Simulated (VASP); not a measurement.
# BaO (rock salt type) (Fm-3m) in VASP: further runs

The runs below take BaO (rock salt type) through single point, with PBE.

Program: VASP 6.6.1. These are calculated values, not measurements. Logs are shortened: lines on timing, memory, paths and dates and some standing lists are left out, and cuts for length are marked.

## 1. The cell of the first run

The structure is cubic, space group Fm-3m (No. 225). Conventional cell: a = 5.460 Å, b = 5.460 Å, c = 5.460 Å, α = 90.00°, β = 90.00°, γ = 90.00°. Within 3.6 Å of Ba (site symmetry m-3m) lie 6 O at 2.73 Å. O (site symmetry m-3m) has 6 Ba at 2.73 Å within 3.6 Å.

## 2. Single point, PBE

Input file INCAR:

```
SYSTEM = BaO
PREC = Accurate ; ENCUT = 600
EDIFF = 1E-6 ; ISMEAR = -1
SIGMA = 0.06122561905347299 ; LREAL = .FALSE.
LASPH = .TRUE. ; NELM = 120
ALGO = Normal ; ISIF = 2
LWAVE = .FALSE. ; LCHARG = .FALSE.
GGA = PE ; NBANDS = 15
GGA_COMPAT = .FALSE.
```

Input file KPOINTS:

```
Automatic mesh
0
G
  17 17 17
  0 0 0
```

Input file POSCAR:

```
BaO
1.0
    0.0000000000      2.7297560755      2.7297560755
    2.7297560755      0.0000000000      2.7297560755
    2.7297560755      2.7297560755      0.0000000000
Ba O
1 1
Direct
    0.0000000000      0.0000000000      0.0000000000
    0.5000000000      0.5000000000      0.5000000000
```

Potentials or basis: VASP PAW PBE potentials, release 64 (Ba_sv, O).

Started as:

```console
$ cat potpaw_PBE.64/Ba_sv/POTCAR potpaw_PBE.64/O/POTCAR > POTCAR
$ mpirun -np 1 vasp_std > vasp.out
```

OUTCAR:

```text
SYSTEM = BaO
   PREC = Accurate
   ENCUT = 600
   EDIFF = 1E-6
   ISMEAR = -1
   LREAL = .FALSE.
   LASPH = .TRUE.
   NELM = 120
   ISIF = 2
   GGA = PE

 ion  position               nearest neighbor table
   1  0.000  0.000  0.000-   2 2.73   2 2.73   2 2.73   2 2.73   2 2.73   2 2.73
   2  0.500  0.500  0.500-   1 2.73   1 2.73   1 2.73   1 2.73   1 2.73   1 2.73

  LATTYP: Found a face centered cubic cell.
 ALAT       =     5.4595121510

  Lattice vectors:

 A1 = (   0.0000000000,   2.7297560755,   2.7297560755)
 A2 = (   2.7297560755,   0.0000000000,   2.7297560755)
 A3 = (   2.7297560755,   2.7297560755,   0.0000000000)

Analysis of symmetry for initial positions (statically):
=====================================================================
 Subroutine PRICEL returns:
 Original cell was already a primitive cell.

 Routine SETGRP: Setting up the symmetry group for a
 face centered cubic supercell.

 Subroutine GETGRP returns: Found 48 space group operations
 (whereof 48 operations were pure point group operations)
 out of a pool of 48 trial point group operations.

The static configuration has the point symmetry O_h .

Analysis of symmetry for dynamics (positions and initial velocities):
=====================================================================
 Subroutine PRICEL returns:
 Original cell was already a primitive cell.

 Routine SETGRP: Setting up the symmetry group for a
 face centered cubic supercell.

 Subroutine GETGRP returns: Found 48 space group operations
 (whereof 48 operations were pure point group operations)
 out of a pool of 48 trial point group operations.

The dynamic configuration has the point symmetry O_h .

 Subroutine INISYM returns: Found 48 space group operations
 (whereof 48 operations are pure point group operations),
 and found     1 'primitive' translations

----------------------------------------------------------------------------------------

                                     Primitive cell

  volume of cell :      40.6819

  direct lattice vectors                    reciprocal lattice vectors
     0.000000000  2.729756076  2.729756076    -0.183166549  0.183166549  0.183166549
     2.729756076  0.000000000  2.729756076     0.183166549 -0.183166549  0.183166549
     2.729756076  2.729756076  0.000000000     0.183166549  0.183166549 -0.183166549

  length of vectors
     3.860458064  3.860458064  3.860458064     0.317253769  0.317253769  0.317253769

  position of ions in fractional coordinates (direct lattice)
[... 83 lines left out ...]
   IBRION =     -1    ionic relax: 0-MD 1-quasi-New 2-CG
   NFREE  =      0    steps in history (QN), initial steepest desc. (CG)
   ISIF   =      2    stress and relaxation
   ISYM   =      2    0-nonsym 1-usesym 2-fastsym
   POTIM  = 0.5000    time-step for ionic-motion
   TEBEG  =    0.0;   TEEND  =   0.0 temperature during run
   PSTRESS=    0.0 pullay stress
   NELECT =      16.0000    total number of electrons
   NUPDOWN=      -1.0000    fix difference up-down
   EMIN   =  10.00;   EMAX   =-10.00  energy-range for DOS
   EFERMI =   0.00;   METHOD = LEGACY
   ISMEAR =    -1;   SIGMA  =   0.06  broadening in eV -4-tet -1-fermi 0-gaus
   EFERMI_NEDOS =   21; number of points for ismear=-14 and -15
   IALGO  =     38    algorithm
   IMIX   =      4    mixing-type and parameters
     AMIX     =   0.40;   BMIX     =  1.00
     AMIX_MAG =   1.60;   BMIX_MAG =  1.00
  volume/ion in A,a.u.               =      20.34       137.27
  Fermi-wavevector in a.u.,A,eV,Ry     =   1.199447  2.266626 19.574329  1.438673
  Thomas-Fermi vector in A             =   2.335309
   LORBIT       =      0    0 simple, 1 ext, 2 COOP (PROOUT), +10 PAW based schemes
   GGA     = PE    functional components
   LHFCALC =     F    Hartree Fock is set to
   AEXX    =    0.0000 exact exchange contribution
   IVDW    =     0    specifies the selected vdW correction
   LEPSILON=     F    determine dielectric tensor
   LRPA    =     F    only Hartree local field effects (RPA)
 non-spin polarized calculation
  energy-cutoff  :      600.00
  volume of cell :       40.68
 maximum number of plane-waves:      1377
   NGX = 15   NGY = 15   NGZ = 15

 number of electron      15.9999998 magnetization

 Free energy of the ion-electron system (eV)
  ---------------------------------------------------
  ext. energy  EPLUGINS =         0.00000000
  ---------------------------------------------------
  free energy    TOTEN  =       -11.73814694 eV

  energy without entropy =      -11.73814694  energy(sigma->0) =      -11.73814694

 E-fermi :   3.1601     XC(G=0):  -9.8217

 val. band max:        2.1844969613   @ k =  -0.4706   0.4706   0.0000
 cond. band min:       4.0249914278   @ k =   0.4706   0.4706   0.0000
 fundamental gap:      1.8404944665
 Fermi energy:         3.1601292024

 k-point     1 :       0.0000    0.0000    0.0000
  band No.  band energies     occupation
      1     -23.7390      2.00000
      2     -12.9602      2.00000
      3      -8.1592      2.00000
      4      -8.1592      2.00000
      5      -8.1592      2.00000
      6       1.7314      2.00000
      7       1.7314      2.00000
      8       1.7314      2.00000
      9       5.9226      0.00000
     10       6.8397      0.00000
     11       6.8397      0.00000
     12       6.8397      0.00000
     13       9.2174      0.00000
     14       9.2174      0.00000
[... 401 lines left out ...]
      2     -13.1256      2.00000
      3      -8.2603      2.00000
      4      -8.1795      2.00000
      5      -8.1567      2.00000
      6       1.2073      2.00000
      7       1.3478      2.00000
      8       1.6449      2.00000
      9       6.5551      0.00000
     10       6.7919      0.00000
     11       7.1444      0.00000
     12       7.5023      0.00000
     13       9.6855      0.00000
     14       9.9295      0.00000
     15      13.5434      0.00000

 [... further k-points ...]
[... 5 lines left out ...]
  --------------------------------------------------------------------------------------
  -------------------------------------------------------------------------------------
  Total        1.7521544      1.7521544      1.7521544     -0.0000000      0.0000000     -0.0000000
  in kB       69.0051393     69.0051393     69.0051393     -0.0000000      0.0000000     -0.0000000
  external PRESSURE =      69.0051393 kB  Pullay stress =       0.0000000 kB

 VOLUME and BASIS-vectors are now :
 -----------------------------------------------------------------------------
  energy-cutoff  :      600.00
  volume of cell :       40.68
      direct lattice vectors                 reciprocal lattice vectors
     0.000000000  2.729756076  2.729756076    -0.183166549  0.183166549  0.183166549
     2.729756076  0.000000000  2.729756076     0.183166549 -0.183166549  0.183166549
     2.729756076  2.729756076  0.000000000     0.183166549  0.183166549 -0.183166549

 POSITION                                       TOTAL-FORCE (eV/Angst)
 -----------------------------------------------------------------------------------
      0.00000      0.00000      0.00000        -0.000000     -0.000000     -0.000000
      2.72976      2.72976      2.72976         0.000000      0.000000      0.000000
 -----------------------------------------------------------------------------------
    total drift:                                0.000000     -0.000000      0.000000

  FREE ENERGIE OF THE ION-ELECTRON SYSTEM (eV)
  ---------------------------------------------------
  free  energy   TOTEN  =       -11.7381469444 eV

  energy  without entropy=      -11.7381469356  energy(sigma->0) =      -11.73814694
```

It took 76 s on 1 thread of Intel Xeon Platinum 8259CL at 2.50GHz (Skylake/Cascade Lake), shared host; peak memory 0.27 GiB.

What came out:

* Free energy: -11.7381 eV
* Pressure: 6.9 GPa
* Band gap on the k mesh: 1.84 eV (least direct gap 1.88 eV)

Levels at points of the mesh, in eV from the valence-band top:
```csv
k point,band 6,band 7,band 8,band 9,band 10,band 11
"(0.00, 0.00, 0.00)",-0.45,-0.45,-0.45,3.74,4.66,4.66
```

Caveat: the cell stands under pressure; spin-orbit coupling is left out, which moves the levels of the heavy elements; an odd mesh through Γ misses points on the zone boundary, where band edges can lie.

(Part 1 of 2 ends here.)
